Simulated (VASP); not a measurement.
Input of a VASP 6.6.1 run:

Contents of INCAR:

```
SYSTEM = HfC5
PREC = Accurate
ENCUT = 600
EDIFF = 1E-7
ISMEAR = 0
SIGMA = 0.1
LREAL = .False.
LASPH = .True.
NELM = 80
ALGO = Normal
ISIF = 3
LWAVE = .False.
LCHARG = .False.
GGA = PE
IBRION = 2
NSW = 100
EDIFFG = -0.01
```

The input KPOINTS:

```
Automatic mesh
0
Gamma
  12 12 12
  0 0 0
```

POSCAR

```
HfC5
1.0
    0.0000000000      2.9942137951      2.9942137951
    2.9942137951      0.0000000000      2.9942137951
    2.9942137951      2.9942137951      0.0000000000
Hf C
1 5
Direct
    0.0000000000      0.0000000000      0.0000000000
    0.7500000000      0.7500000000      0.7500000000
    0.4080202673      0.7759391982      0.4080202673
    0.4080202673      0.4080202673      0.7759391982
    0.4080202673      0.4080202673      0.4080202673
    0.7759391982      0.4080202673      0.4080202673
```

Potentials or basis: VASP PAW PBE potentials, release 64 (Hf_pv, C).

Launch:

```sh
$ cat potpaw_PBE.64/Hf_pv/POTCAR potpaw_PBE.64/C/POTCAR > POTCAR
$ mpirun -np 1 vasp_std > vasp.out
```

Estimate the band gap on the k mesh.

zero (bands 15 and 16 overlap by 2.02 eV).

What does it give for the relaxed volume?

8.90 Å³/atom.

What does it give for the relaxed cell?

a = 4.228 Å, b = 4.228 Å, c = 4.228 Å, α = 60.00°, β = 60.00°, γ = 60.00°.

Final structure:
```
CELL_PARAMETERS angstrom
0.00000 2.98930 2.98930
2.98930 0.00000 2.98930
2.98930 2.98930 0.00000
ATOMIC_POSITIONS crystal
Hf 0.00000 0.00000 0.00000
C 0.75000 0.75000 0.75000
C 0.40796 0.77613 0.40796
C 0.40796 0.40796 0.77613
C 0.40796 0.40796 0.40796
C 0.77613 0.40796 0.40796
```

Caveat: spin-orbit coupling is left out, which moves the levels of the heavy elements.
